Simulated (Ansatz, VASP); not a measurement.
Two plane-wave programs on Si

```xyz
1
Lattice="0.0000 1.9108 1.9108 1.9108 0.0000 1.9108 1.9108 1.9108 0.0000" Properties=species:S:1:pos:R:3 pbc="T T T"
Si    0.0000    0.0000    0.0000
```

Alike in both runs: task single point; functional PBE; dispersion D3(BJ); k mesh 24 × 24 × 24; occupations gaussian, width 0.15 eV; no spin polarisation.

|  | VASP | Ansatz |
| --- | --- | --- |
| version | VASP 6.6.1 | Ansatz 0.2.0 |
| potentials or method | VASP PAW PBE potentials, release 64 (Si), cutoff 520 eV | scalar-relativistic, plane waves, PAW |
| valence electrons in the cell | 4 | 4 |

```csv
,VASP,Ansatz,Ansatz less VASP
gap on the k mesh at the Fermi level (eV),none,none,-
pressure (GPa),-2.0,-2.0,+0.04
```

A gap of «none» marks a metal or a gap that the smearing closes.
